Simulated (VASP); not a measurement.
# Ge (Fd-3m) in VASP: a series of runs

The runs below take Ge through single point, relaxation of cell and atoms, with PBE.

Everything below comes from runs of VASP 6.6.1. Logs are shortened: lines on timing, memory, paths and dates and some standing lists are left out, and cuts for length are marked.

## Step 1: The cell of the first run

It takes space group Fd-3m (No. 227, cubic). Conventional cell: a = 5.766 Å, b = 5.766 Å, c = 5.766 Å, α = 90.00°, β = 90.00°, γ = 90.00°. Within 3.3 Å of Ge (site symmetry -43m) lie 4 Ge at 2.50 Å.

## Step 2: Single point, PBE

The input, INCAR:

```
SYSTEM = Ge
ALGO = Normal ; EDIFF = 1E-6
ENCUT = 520 ; GGA = PE
ISIF = 2 ; ISMEAR = -1
LASPH = .True. ; LCHARG = .False.
LREAL = .False. ; LWAVE = .False.
NBANDS = 21 ; NELM = 80
PREC = Accurate ; SIGMA = 0.05
```

The input, KPOINTS:

```
k-points
0
Gamma
  6 6 6
  0 0 0
```

The input, POSCAR:

```
Ge
1.0
    0.0000000000      2.8827813379      2.8827813379
    2.8827813379      0.0000000000      2.8827813379
    2.8827813379      2.8827813379      0.0000000000
Ge
2
Direct
    1.0000000000      1.0000000000      1.0000000000
    0.2500000000      0.2500000000      0.2500000000
```

Potentials or basis: VASP PAW PBE potentials, release 64 (Ge_d).

The run is started by

```bash
$ cat potpaw_PBE.64/Ge_d/POTCAR > POTCAR
$ mpirun -np 1 vasp_std > vasp.out
```

OUTCAR:

```text
SYSTEM = Ge
   EDIFF = 1E-6
   ENCUT = 520
   GGA = PE
   ISIF = 2
   ISMEAR = -1
   LASPH = .True.
   LREAL = .False.
   NELM = 80
   PREC = Accurate

 ion  position               nearest neighbor table
   1  0.000  0.000  0.000-   2 2.50   2 2.50   2 2.50   2 2.50
   2  0.250  0.250  0.250-   1 2.50   1 2.50   1 2.50   1 2.50

  LATTYP: Found a face centered cubic cell.
 ALAT       =     5.7655626758

  Lattice vectors:

 A1 = (   0.0000000000,   2.8827813379,   2.8827813379)
 A2 = (   2.8827813379,   0.0000000000,   2.8827813379)
 A3 = (   2.8827813379,   2.8827813379,   0.0000000000)

Analysis of symmetry for initial positions (statically):
=====================================================================
 Subroutine PRICEL returns:
 Original cell was already a primitive cell.

 Routine SETGRP: Setting up the symmetry group for a
 face centered cubic supercell.

 Subroutine GETGRP returns: Found 48 space group operations
 (whereof 24 operations were pure point group operations)
 out of a pool of 48 trial point group operations.

The static configuration has the point symmetry T_d .
 The point group associated with its full space group is O_h .

Analysis of symmetry for dynamics (positions and initial velocities):
=====================================================================
 Subroutine PRICEL returns:
 Original cell was already a primitive cell.

 Routine SETGRP: Setting up the symmetry group for a
 face centered cubic supercell.

 Subroutine GETGRP returns: Found 48 space group operations
 (whereof 24 operations were pure point group operations)
 out of a pool of 48 trial point group operations.

The dynamic configuration has the point symmetry T_d .
 The point group associated with its full space group is O_h .

 Subroutine INISYM returns: Found 48 space group operations
 (whereof 24 operations are pure point group operations),
 and found     1 'primitive' translations

----------------------------------------------------------------------------------------

                                     Primitive cell

  volume of cell :      47.9143

  direct lattice vectors                    reciprocal lattice vectors
     0.000000000  2.882781338  2.882781338    -0.173443609  0.173443609  0.173443609
     2.882781338  0.000000000  2.882781338     0.173443609 -0.173443609  0.173443609
     2.882781338  2.882781338  0.000000000     0.173443609  0.173443609 -0.173443609

  length of vectors
     4.076868465  4.076868465  4.076868465     0.300413144  0.300413144  0.300413144

  position of ions in fractional coordinates (direct lattice)
     0.000000000  0.000000000  0.000000000
     0.250000000  0.250000000  0.250000000

  ion indices of the primitive-cell ions
   primitive index   ion index
                 1           1
                 2           2

----------------------------------------------------------------------------------------

 KPOINTS: k-points

Automatic generation of k-mesh.
 Grid dimensions read from file:
 generate k-points for:    6    6    6

 Generating k-lattice:

  Cartesian coordinates                     Fractional coordinates (reciprocal lattice)
    -0.028907268  0.028907268  0.028907268     0.166666667  0.000000000  0.000000000
     0.028907268 -0.028907268  0.028907268     0.000000000  0.166666667  0.000000000
     0.028907268  0.028907268 -0.028907268     0.000000000  0.000000000  0.166666667

  Length of vectors
     0.050068857  0.050068857  0.050068857

  Shift w.r.t. Gamma in fractional coordinates (k-lattice)
     0.000000000  0.000000000  0.000000000

 Subroutine IBZKPT returns following result:
 ===========================================

 Found     16 irreducible k-points:

 Following reciprocal coordinates:
            Coordinates               Weight
  0.000000  0.000000  0.000000      1.000000
  0.166667  0.000000  0.000000      8.000000
  0.333333  0.000000  0.000000      8.000000
  0.500000  0.000000  0.000000      4.000000
  0.166667  0.166667  0.000000      6.000000
  0.333333  0.166667  0.000000     24.000000
[... 8 lines left out ...]
 -0.333333  0.333333  0.166667     24.000000
 -0.333333  0.500000  0.166667     12.000000
   k-points           NKPTS =     16   k-points in BZ     NKDIM =     16   number of bands    NBANDS=     21
   number of dos      NEDOS =    301   number of ions     NIONS =      2
   total plane-waves  NPLWV =  27000
   dimension x,y,z NGX =    30 NGY =   30 NGZ =   30
   dimension x,y,z NGXF=    60 NGYF=   60 NGZF=   60
   ions per type =               2
   NGX,Y,Z   is equivalent  to a cutoff of  12.23, 12.23, 12.23 a.u.
   NGXF,Y,Z  is equivalent  to a cutoff of  24.47, 24.47, 24.47 a.u.
 SYSTEM =  Ge
   PREC   = accura    normal or accurate (medium, high low for compatibility)
   ISTART =      0    job   : 0-new  1-cont  2-samecut
   ICHARG =      2    charge: 1-file 2-atom 10-const
   ISPIN  =      1    spin polarized calculation?
   LNONCOLLINEAR =      F non collinear calculations
   LSORBIT =      F    spin-orbit coupling
   LASPH  =      T    aspherical Exc in radial PAW
   ENCUT  =  520.0 eV  38.22 Ry    6.18 a.u.   7.58  7.58  7.58*2*pi/ulx,y,z
   NELM   =     80;   NELMIN=  2; NELMDL= -5     # of ELM steps
   EDIFF  = 0.1E-05   stopping-criterion for ELM
   LREAL  =      F    real-space projection
   EDIFFG = 0.1E-04   stopping-criterion for IOM
   NSW    =      0    number of steps for IOM
   IBRION =     -1    ionic relax: 0-MD 1-quasi-New 2-CG
   NFREE  =      0    steps in history (QN), initial steepest desc. (CG)
   ISIF   =      2    stress and relaxation
   ISYM   =      2    0-nonsym 1-usesym 2-fastsym
   POTIM  = 0.5000    time-step for ionic-motion
   TEBEG  =    0.0;   TEEND  =   0.0 temperature during run
   PSTRESS=    0.0 pullay stress
   NELECT =      28.0000    total number of electrons
   NUPDOWN=      -1.0000    fix difference up-down
   EMIN   =  10.00;   EMAX   =-10.00  energy-range for DOS
   EFERMI =   0.00;   METHOD = LEGACY
   ISMEAR =    -1;   SIGMA  =   0.05  broadening in eV -4-tet -1-fermi 0-gaus
   EFERMI_NEDOS =   21; number of points for ismear=-14 and -15
   IALGO  =     38    algorithm
   IMIX   =      4    mixing-type and parameters
     AMIX     =   0.40;   BMIX     =  1.00
     AMIX_MAG =   1.60;   BMIX_MAG =  1.00
  volume/ion in A,a.u.               =      23.96       161.67
  Fermi-wavevector in a.u.,A,eV,Ry     =   1.368692  2.586453 25.488045  1.873318
  Thomas-Fermi vector in A             =   2.494634
   LORBIT       =      0    0 simple, 1 ext, 2 COOP (PROOUT), +10 PAW based schemes
   GGA     = PE    functional components
   LHFCALC =     F    Hartree Fock is set to
   AEXX    =    0.0000 exact exchange contribution
   IVDW    =     0    specifies the selected vdW correction
   LEPSILON=     F    determine dielectric tensor
   LRPA    =     F    only Hartree local field effects (RPA)
 non-spin polarized calculation
  energy-cutoff  :      520.00
  volume of cell :       47.91
 maximum number of plane-waves:      1308
   NGX = 15   NGY = 15   NGZ = 15

 number of electron      27.9999977 magnetization

 Free energy of the ion-electron system (eV)
  ---------------------------------------------------
  ext. energy  EPLUGINS =         0.00000000
  ---------------------------------------------------
  free energy    TOTEN  =        -8.99467817 eV

  energy without entropy =       -8.99265352  energy(sigma->0) =       -8.99366585

 E-fermi :   4.4279     XC(G=0):  -9.6525

 val. band max:        3.9940602759   @ k =   0.0000   0.0000   0.0000
 cond. band min:       4.4651132667   @ k =   0.0000   0.0000   0.0000
 fundamental gap:      0.4710529907
 Fermi energy:         4.4279220252

 k-point     1 :       0.0000    0.0000    0.0000
  band No.  band energies     occupation
      1     -20.2739      2.00000
      2     -20.2739      2.00000
      3     -20.2739      2.00000
      4     -20.2421      2.00000
      5     -20.2421      2.00000
      6     -20.0601      2.00000
[... 13 lines left out ...]
     20      13.7930      0.00000
     21      13.7930      0.00000

 k-point     2 :       0.1667    0.0000    0.0000
  band No.  band energies     occupation
      1     -20.2841      2.00000
      2     -20.2841      2.00000
      3     -20.2702      2.00000
      4     -20.2274      2.00000
      5     -20.2274      2.00000
      6     -20.0760      2.00000
[... 13 lines left out ...]
     20      12.7355      0.00000
     21      12.7355      0.00000

 k-point     3 :       0.3333    0.0000    0.0000
  band No.  band energies     occupation
      1     -20.2930      2.00000
      2     -20.2930      2.00000
      3     -20.2623      2.00000
      4     -20.2108      2.00000
      5     -20.2108      2.00000
      6     -20.0888      2.00000
[... 13 lines left out ...]
     20      13.2969      0.00000
     21      13.2969      0.00000

 k-point     4 :       0.5000    0.0000    0.0000
  band No.  band energies     occupation
      1     -20.2953      2.00000
      2     -20.2953      2.00000
      3     -20.2583      2.00000
      4     -20.2060      2.00000
      5     -20.2060      2.00000
      6     -20.0920      2.00000
[... 13 lines left out ...]
     20      14.8860      0.00000
     21      15.3912      0.00000

 k-point     5 :       0.1667    0.1667    0.0000
  band No.  band energies     occupation
      1     -20.2823      2.00000
      2     -20.2823      2.00000
      3     -20.2810      2.00000
      4     -20.2288      2.00000
      5     -20.2103      2.00000
      6     -20.1043      2.00000
[... 13 lines left out ...]
     20      12.6517      0.00000
     21      14.2508      0.00000
[... 190 lines left out ...]
     20      15.5219      0.00000
     21      16.9949      0.00000

 k-point    14 :       0.5000    0.3333    0.1667
  band No.  band energies     occupation
      1     -20.3080      2.00000
      2     -20.3052      2.00000
      3     -20.2396      2.00000
      4     -20.1935      2.00000
      5     -20.1644      2.00000
      6     -20.1495      2.00000
[... 13 lines left out ...]
     20      14.1109      0.00000
     21      16.4529      0.00000

 k-point    15 :      -0.3333    0.3333    0.1667
  band No.  band energies     occupation
      1     -20.3166      2.00000
      2     -20.3078      2.00000
      3     -20.2205      2.00000
      4     -20.1778      2.00000
      5     -20.1589      2.00000
      6     -20.1513      2.00000
[... 13 lines left out ...]
     20      15.9085      0.00000
     21      15.9415      0.00000

 k-point    16 :      -0.3333    0.5000    0.1667
  band No.  band energies     occupation
      1     -20.3127      2.00000
      2     -20.3127      2.00000
      3     -20.2028      2.00000
      4     -20.2028      2.00000
      5     -20.1474      2.00000
      6     -20.1474      2.00000
[... 13 lines left out ...]
     20      15.0704      0.00000
     21      17.0202      0.00000

------------------------ aborting loop because EDIFF is reached ----------------------------------------

  FORCE on cell =-STRESS in cart. coord.  units (eV):
  Direction    XX          YY          ZZ          XY          YZ          ZX
  --------------------------------------------------------------------------------------
  -------------------------------------------------------------------------------------
  Total       -0.0180866     -0.0180866     -0.0180866      0.0000000      0.0000000      0.0000000
  in kB       -0.6047860     -0.6047860     -0.6047860      0.0000000      0.0000000      0.0000000
  external PRESSURE =      -0.6047860 kB  Pullay stress =       0.0000000 kB

 VOLUME and BASIS-vectors are now :
 -----------------------------------------------------------------------------
  energy-cutoff  :      520.00
  volume of cell :       47.91
      direct lattice vectors                 reciprocal lattice vectors
     0.000000000  2.882781338  2.882781338    -0.173443609  0.173443609  0.173443609
     2.882781338  0.000000000  2.882781338     0.173443609 -0.173443609  0.173443609
     2.882781338  2.882781338  0.000000000     0.173443609  0.173443609 -0.173443609

 POSITION                                       TOTAL-FORCE (eV/Angst)
 -----------------------------------------------------------------------------------
      0.00000      0.00000      0.00000         0.000000      0.000000      0.000000
      1.44139      1.44139      1.44139        -0.000000     -0.000000     -0.000000
 -----------------------------------------------------------------------------------
    total drift:                                0.000000      0.000000      0.000000

  FREE ENERGIE OF THE ION-ELECTRON SYSTEM (eV)
  ---------------------------------------------------
  free  energy   TOTEN  =        -8.9946781692 eV

  energy  without entropy=       -8.9926535238  energy(sigma->0) =       -8.99366585
```

It took 7.6 s on 1 thread of Intel Xeon 6975P-C (Granite Rapids), shared host; peak memory 0.16 GiB.

What came out:

| Item | Value |
| --- | --- |
| Free energy | -8.9947 eV |
| Pressure | -0.1 GPa |
| Band gap on the k mesh | zero (filled and empty bands touch) |

Levels at points of the mesh, in eV from the Fermi level:
```
           k point  band 10  band 11  band 12  band 13  band 14  band 15  band 16  band 17  band 18  band 19
(0.00, 0.00, 0.00)   -24.48   -12.32    -0.43     0.04     0.04     0.04     2.56     2.56     2.56     6.33
(0.50, 0.00, 0.00)   -24.45   -10.36    -7.31    -1.28    -1.28     0.05     3.75     3.75     7.13    10.25
(0.50, 0.50, 0.00)   -24.44    -8.64    -8.64    -2.85    -2.85     0.86     0.86     9.09     9.09    11.09
```

## Step 3: Relaxation of cell and atoms, PBE

The input, INCAR:

```
ALGO = Normal
EDIFF = 1E-6
EDIFFG = -0.03
ENCUT = 600
GGA = PE
IBRION = 2
ISIF = 3
ISMEAR = -1
LASPH = True
LCHARG = False
LREAL = False
LWAVE = False
NELM = 60
NSW = 60
PREC = Accurate
SIGMA = 0.05
```

The input, KPOINTS:

```
k-points
0
Gamma
  6 6 6
```

POSCAR is that of step 2.

Potentials or basis: VASP PAW PBE potentials, release 64 (Ge_d).

The run is started by

```bash
$ cat potpaw_PBE.64/Ge_d/POTCAR > POTCAR
$ mpirun -np 1 vasp_std > vasp.out
```

It took 8.8 s on 1 thread of Intel Xeon 6975P-C (Granite Rapids), shared host; peak memory 0.19 GiB.

Results (log left out):

```
Free energy             : -8.9948 eV
Pressure after relaxing : 0.0 GPa
Band gap on the k mesh  : zero (filled and empty bands touch)
```

Final structure:
```cif
data_structure
_symmetry_space_group_name_H-M 'P 1'
_symmetry_Int_Tables_number 1
_cell_length_a 4.0769
_cell_length_b 4.0769
_cell_length_c 4.0769
_cell_angle_alpha 60.000
_cell_angle_beta 60.000
_cell_angle_gamma 60.000
_cell_volume 47.91
loop_
_atom_site_label
_atom_site_type_symbol
_atom_site_fract_x
_atom_site_fract_y
_atom_site_fract_z
_atom_site_occupancy
Ge1 Ge 0.00000 0.00000 0.00000 1
Ge2 Ge 0.25000 0.25000 0.25000 1
```

Levels at points of the mesh, in eV from the Fermi level:
```tsv
k point	band 12	band 13	band 14	band 15	band 16	band 17
(0.00, 0.00, 0.00)	-0.43	0.04	0.04	0.04	2.56	2.56
(0.50, 0.00, 0.00)	-7.31	-1.28	-1.28	0.05	3.75	3.75
(0.50, 0.50, 0.00)	-8.64	-2.85	-2.85	0.86	0.86	9.09
```

Caveat: the relaxation stopped at its first step, so nothing moved.
